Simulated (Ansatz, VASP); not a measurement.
One calculation of Sb, two programs

Contents of POSCAR:

```
Sb
1.0
    3.1224020000      0.0000000000      0.0000000000
    0.0000000000      4.3475180000      0.0000000000
   -0.0389150000      0.0000000000      4.4058520000
Sb
2
Direct
    0.0113890000      0.2500000000      0.2411660000
    0.9886110000      0.7500000000      0.7588340000
```

The input INCAR.step1:

```
ALGO     = Normal         # electronic algorithm
EDIFF    = 1E-5           # SCF threshold, eV
ENCUT    = 520            # plane-wave cutoff, eV
GGA      = PE             # functional
ISIF     = 2              # what is computed and relaxed
ISMEAR   = -1             # smearing method
LASPH    = T              # aspherical terms in the spheres
LREAL    = F              # projectors in reciprocal space
LWAVE    = T              # write WAVECAR
NBANDS   = 12             # bands
NELM     = 100            # most SCF steps
PREC     = Accurate       # precision mode
SIGMA    = 0.05           # smearing width, eV
```

Contents of INCAR.step2:

```
ALGO     = Normal         # electronic algorithm
EDIFF    = 1E-6           # SCF threshold, eV
ENCUT    = 520            # plane-wave cutoff, eV
GGA      = PE             # functional
HFSCREEN = 0.2079         # screening, 1/A
ISIF     = 2              # what is computed and relaxed
ISMEAR   = -1             # smearing method
ISTART   = 1            
LASPH    = T              # aspherical terms in the spheres
LCHARG   = T              # write CHGCAR
LELF     = T              # ELF
LHFCALC  = T              # exact exchange
LREAL    = F              # projectors in reciprocal space
LVHAR    = T            
LWAVE    = F              # write WAVECAR
NBANDS   = 12             # bands
NELM     = 100            # most SCF steps
PREC     = Accurate       # precision mode
PRECFOCK = Normal       
SIGMA    = 0.05           # smearing width, eV
```

The input KPOINTS:

```
k-points
0
Gamma
  5 4 4
```

input.yaml

```yaml
crystal:
  lattice:
    - [3.122402, 0.0, 0.0]
    - [0.0, 4.347518, 0.0]
    - [-0.038915, 0.0, 4.405852]
  atoms:
    - { symbol: Sb, position: [0.011389, 0.25, 0.241166] }
    - { symbol: Sb, position: [0.988611, 0.75, 0.758834] }
hamiltonian:
  xc: hse06
  pseudopotentials: { kind: paw }
kpoints:
  mp_grid: { grid: [5, 4, 4] }
scf:
  occupations: { method: fermi_dirac, width: 0.05 }
  n_extra_bands: 6
output:
  forces: true
  stress: true
  eigenvalues: true
  dos: { projected: true, de: 0.05 }
  write_density: true
  write_potential: true
  elf: true
  volumetric_format: npy
```

Alike in both runs: functional HSE06; k mesh 5 × 4 × 4; occupations fermi-dirac, width 0.05 eV; no spin polarisation.

```csv
,VASP,Ansatz
version,VASP 6.6.1,Ansatz 0.2.0
potentials or method,"VASP PAW PBE potentials, release 64 (Sb)",Ansatz PAW
plane-wave cutoff (eV),520,420
valence electrons in the cell,10,30
task,single point,projected density of states
```

Ansatz gave:

```
gap on the k mesh at the Fermi level (eV)                     : none
pressure (GPa)                                                : -1.5
traceless stress, the component that is largest in VASP (GPa) : -1.97
rms of the force components (eV/Å)                            : 0.098
```

Which values does VASP return?

gap on the k mesh at the Fermi level (eV): none; pressure (GPa): -2.5; traceless stress, the component that is largest in VASP (GPa): -1.99; rms of the force components (eV/Å): 0.084.

Atom by atom the forces differ by 0.016 eV/Å (rms over components). A gap of «none» marks a metal or a gap that the smearing closes. VASP's potentials hold 10 valence electrons a cell and Ansatz's 30, so a difference there can come from the potentials and not from the codes.

The k mesh is coarse, so the values compare programs but aren't converged. Spin-orbit coupling is off throughout.
